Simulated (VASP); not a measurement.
# TePb (R-3m) in VASP: further runs, part 2 of 2

VASP 6.6.1. The steps go on from the part before.

### 5 Single point, PBE

This run uses another cell than the first one, of the same volume but with other edges.

Contents of INCAR:

```
SYSTEM = TePb
PREC = Accurate ; ENCUT = 520
EDIFF = 1E-7 ; ISMEAR = 0
SIGMA = 0.05 ; LREAL = .FALSE.
LASPH = .TRUE. ; NELM = 60
ALGO = Normal ; ISIF = 2
LWAVE = .FALSE. ; LCHARG = .FALSE.
GGA = PE ; NBANDS = 17
```

Contents of KPOINTS:

```
regular mesh
0
G
  8 8 8
  0 0 0
```

Contents of POSCAR:

```
TePb
1.0
    0.1677476487      3.3130160625      3.3130160625
    3.3130160625      0.1677476487      3.3130160625
    3.3130160625      3.3130160625      0.1677476487
Te Pb
1 1
Direct
    0.5000000000      0.5000000000      0.5000000000
    0.0000000000      0.0000000000      0.0000000000
```

Potentials or basis: VASP PAW PBE potentials, release 64 (Te, Pb_d).

The run is started by

```sh
$ cat potpaw_PBE.64/Te/POTCAR potpaw_PBE.64/Pb_d/POTCAR > POTCAR
$ mpirun -np 1 vasp_std > vasp.out
```

OUTCAR:

```text
SYSTEM = TePb
   PREC = Accurate
   ENCUT = 520
   EDIFF = 1E-7
   ISMEAR = 0
   LREAL = .FALSE.
   LASPH = .TRUE.
   NELM = 60
   ISIF = 2
   GGA = PE

 ion  position               nearest neighbor table
   1  0.500  0.500  0.500-   2 3.23   2 3.23   2 3.23   2 3.23   2 3.23   2 3.23
   2  0.000  0.000  0.000-   1 3.23   1 3.23   1 3.23   1 3.23   1 3.23   1 3.23

  LATTYP: Found a trigonal (rhomboedric) cell.
 ALAT       =     4.6883142103
 COS(alpha) =     0.5499279885

  Lattice vectors:

 A1 = (   0.1677476487,   3.3130160625,   3.3130160625)
 A2 = (   3.3130160625,   0.1677476487,   3.3130160625)
 A3 = (   3.3130160625,   3.3130160625,   0.1677476487)

Analysis of symmetry for initial positions (statically):
=====================================================================
 Subroutine PRICEL returns:
 Original cell was already a primitive cell.

 Routine SETGRP: Setting up the symmetry group for a
 trigonal (rhombohedral) supercell.

 Subroutine GETGRP returns: Found 12 space group operations
 (whereof 12 operations were pure point group operations)
 out of a pool of 12 trial point group operations.

[... 161 lines left out ...]

 E-fermi :   6.0590     XC(G=0):  -9.3204

 val. band max:        6.0125971423   @ k =   0.5000   0.5000   0.5000
 cond. band min:       6.1247035633   @ k =   0.5000   0.0000  -0.0000
 fundamental gap:      0.1121064209
 Fermi energy:         6.0590006905

 k-point     1 :       0.0000    0.0000    0.0000
  band No.  band energies     occupation
      1     -11.0710      2.00000
      2     -11.0710      2.00000
      3     -11.0531      2.00000
      4     -11.0527      2.00000
      5     -11.0527      2.00000
      6      -6.3643      2.00000
[... 457 lines left out ...]
      4     -11.0487      2.00000
      5     -11.0406      2.00000
      6      -5.5658      2.00000
[... 9 lines left out ...]
     16      13.5531      0.00000
     17      15.3733      0.00000

 [... further k-points ...]

------------------------ aborting loop because EDIFF is reached ----------------------------------------

  FORCE on cell =-STRESS in cart. coord.  units (eV):
  Direction    XX          YY          ZZ          XY          YZ          ZX
  --------------------------------------------------------------------------------------
  -------------------------------------------------------------------------------------
  Total        0.9262098      0.9262098      0.9262098     -0.3313053     -0.3313053     -0.3313053
  in kB       22.0796946     22.0796946     22.0796946     -7.8979089     -7.8979089     -7.8979089
  external PRESSURE =      22.0796946 kB  Pullay stress =       0.0000000 kB

 VOLUME and BASIS-vectors are now :
 -----------------------------------------------------------------------------
  energy-cutoff  :      520.00
  volume of cell :       67.21
      direct lattice vectors                 reciprocal lattice vectors
     0.167747649  3.313016063  3.313016063    -0.162894104  0.155043785  0.155043785
     3.313016063  0.167747649  3.313016063     0.155043785 -0.162894104  0.155043785
     3.313016063  3.313016063  0.167747649     0.155043785  0.155043785 -0.162894104

 POSITION                                       TOTAL-FORCE (eV/Angst)
 -----------------------------------------------------------------------------------
      3.39689      3.39689      3.39689         0.000000      0.000000      0.000000
      0.00000      0.00000      0.00000        -0.000000     -0.000000     -0.000000
 -----------------------------------------------------------------------------------
    total drift:                               -0.000000      0.000000      0.000000

  FREE ENERGIE OF THE ION-ELECTRON SYSTEM (eV)
  ---------------------------------------------------
  free  energy   TOTEN  =        -7.4729306465 eV

  energy  without entropy=       -7.4728779635  energy(sigma->0) =       -7.47290430
```

OSZICAR:

```text
N       E                     dE             d eps       ncg     rms          rms(c)
DAV:   1     0.150687645509E+03    0.15069E+03   -0.92153E+03  2218   0.114E+03
DAV:   2     0.271121599706E+01   -0.14798E+03   -0.14350E+03  2335   0.292E+02
DAV:   3    -0.732105222003E+01   -0.10032E+02   -0.99714E+01  2910   0.823E+01
DAV:   4    -0.759053433169E+01   -0.26948E+00   -0.26934E+00  2864   0.150E+01
DAV:   5    -0.759898894398E+01   -0.84546E-02   -0.84544E-02  3179   0.236E+00    0.336E+00
DAV:   6    -0.747487698773E+01    0.12411E+00   -0.27472E-01  3212   0.365E+00    0.207E+00
DAV:   7    -0.747122049004E+01    0.36565E-02   -0.87128E-02  2913   0.141E+00    0.923E-01
DAV:   8    -0.747301347816E+01   -0.17930E-02   -0.10271E-02  2751   0.101E+00    0.147E-01
DAV:   9    -0.747288419554E+01    0.12928E-03   -0.13351E-03  3308   0.384E-01    0.651E-02
DAV:  10    -0.747292457244E+01   -0.40377E-04   -0.16052E-04  2601   0.947E-02    0.203E-02
DAV:  11    -0.747293121166E+01   -0.66392E-05   -0.33009E-05  2972   0.439E-02    0.155E-02
DAV:  12    -0.747293111765E+01    0.94011E-07   -0.17003E-06  2506   0.986E-03    0.104E-02
DAV:  13    -0.747293056446E+01    0.55319E-06   -0.85162E-07  2755   0.663E-03    0.297E-03
DAV:  14    -0.747293064647E+01   -0.82009E-07   -0.24185E-07  2177   0.383E-03
   1 F= -.74729306E+01 E0= -.74729043E+01  d E =-.526830E-04
```

stdout:

```text
POSCAR found type information on POSCAR TePb
 POSCAR found :  2 types and       2 ions
 scaLAPACK will be used
 LDA part: xc-table for (Slater+PW92), standard interpolation
 POSCAR, INCAR and KPOINTS ok, starting setup
 FFT: planning ... GRIDC
 FFT: planning ... GRID_SOFT
 FFT: planning ... GRID
 WAVECAR not read
 entering main loop
```

Wall time 26 s (1 thread of Intel Xeon 6975P-C (Granite Rapids), shared host); peak memory 0.25 GiB.

Results:

```yaml
Free_energy: -7.4729 eV
Pressure: 2.2 GPa
Band_gap_on_the_k_mesh: 0.11 eV, indirect (least direct gap 0.55 eV)
```

Stress tensor (GPa, compression positive):
```
 2.21 -0.79 -0.79
-0.79  2.21 -0.79
-0.79 -0.79  2.21
```

Levels at points of the mesh, in eV from the valence-band top:
```
           k point  band 7  band 8  band 9  band 10  band 11  band 12  band 13  band 14
(0.00, 0.00, 0.00)   -5.97   -2.15   -1.45    -1.45     3.70     3.70     3.91     4.95
(0.50, 0.00, 0.00)   -8.88   -1.45   -1.18    -0.44     0.11     0.82     0.97     7.86
(0.50, 0.50, 0.00)   -7.65   -4.86   -3.38    -2.89     2.97     5.01     5.12     6.34
(0.50, 0.50, 0.50)   -9.13   -0.99   -0.99     0.00     0.78     1.28     1.28     7.83
```

Caveat: spin-orbit coupling is left out, which moves the levels of the heavy elements. A k mesh can miss the band edges.

### 6 Overview

```csv
cell,gap on the mesh (eV),pressure (GPa)
"a = 4.884 Å, angles 52.2°, 2 atoms",none,1.8
"a = 5.748 Å, angles 38.9°, 2 atoms",none,-1.8
"a = 4.460 Å, angles 63.2°, 2 atoms",0.25,2.2
"a = 4.688 Å, angles 56.6°, 2 atoms",0.11,2.2
```

Alike in all rows: task single point; level PBE; potentials or basis VASP PAW PBE potentials, release 64 (Te, Pb_d); no spin polarisation; k mesh 8 × 8 × 8; cutoff (eV) 520; smearing gaussian 0.05 eV.

Caveats: spin-orbit coupling is left out, which moves the levels of the heavy elements.

Total energies depend on the potentials used, so only differences within one code and one set of settings carry meaning.
